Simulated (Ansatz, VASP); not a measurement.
## Pd: VASP beside Ansatz

The input POSCAR:

```
Pd
1.0
    0.0000000000      1.9465000000      1.9465000000
    1.9465000000      0.0000000000      1.9465000000
    1.9465000000      1.9465000000      0.0000000000
Pd
1
Direct
    0.0000000000      0.0000000000      0.0000000000
```

INCAR.step1

```
PREC     = Accurate       # precision mode
ENCUT    = 520            # plane-wave cutoff, eV
EDIFF    = 1E-5           # SCF threshold, eV
ISMEAR   = -1             # smearing method
SIGMA    = 0.05           # smearing width, eV
LREAL    = F              # projectors in reciprocal space
LASPH    = T              # aspherical terms in the spheres
NELM     = 80             # most SCF steps
ALGO     = Normal         # electronic algorithm
ISIF     = 2              # what is computed and relaxed
LWAVE    = T              # write WAVECAR
NBANDS   = 11             # bands
GGA      = PE             # functional
```

INCAR.step2

```
PREC     = Accurate       # precision mode
ENCUT    = 520            # plane-wave cutoff, eV
EDIFF    = 1E-6           # SCF threshold, eV
ISMEAR   = -1             # smearing method
SIGMA    = 0.05           # smearing width, eV
LREAL    = F              # projectors in reciprocal space
LASPH    = T              # aspherical terms in the spheres
NELM     = 80             # most SCF steps
ALGO     = Normal         # electronic algorithm
ISIF     = 2              # what is computed and relaxed
LWAVE    = F              # write WAVECAR
LCHARG   = T              # write CHGCAR
METAGGA  = R2SCAN         # meta-GGA
LHFCALC  = T              # exact exchange
AEXX     = 0.1            # exact-exchange fraction
LMIXTAU  = T            
PRECFOCK = Normal       
LELF     = T              # ELF
LVHAR    = T            
NBANDS   = 11             # bands
ISTART   = 1
```

The input KPOINTS:

```
regular mesh
0
Gamma
  6 6 6
```

input.yaml

```yaml
crystal:
  lattice:
    - [0.0, 1.9465, 1.9465]
    - [1.9465, 0.0, 1.9465]
    - [1.9465, 1.9465, 0.0]
  atoms:
    - { symbol: Pd, position: [0.0, 0.0, 0.0] }
hamiltonian:
  xc: r2scanh
  pseudopotentials: { kind: paw }
kpoints:
  mp_grid: { grid: [6, 6, 6] }
scf:
  occupations: { method: fermi_dirac, width: 0.05 }
output:
  forces: true
  stress: true
  eigenvalues: true
  write_density: true
  write_potential: true
  elf: true
  volumetric_format: npy
```

Alike in both runs: task single point; functional r2SCANh; k mesh 6 × 6 × 6; occupations fermi-dirac, width 0.05 eV; no spin polarisation.

|  | VASP | Ansatz |
| --- | --- | --- |
| version | VASP 6.6.1 | Ansatz 0.2.0 |
| potentials or method | VASP PAW PBE potentials, release 64 (Pd) | Ansatz PAW |
| plane-wave cutoff (eV) | 520 | 500 |
| valence electrons in the cell | 10 | 18 |

```csv
,VASP,Ansatz,Ansatz less VASP
gap on the k mesh at the Fermi level (eV),none,none,-
pressure (GPa),0.3,0.2,-0.10
```

VASP's potentials were made for PBE, not for r2SCANh. A gap of «none» marks a metal or a gap that the smearing closes. VASP's potentials hold 10 valence electrons a cell and Ansatz's 18, so a difference there can come from the potentials and not from the codes.

The k mesh is coarse, so the values compare programs but aren't converged.
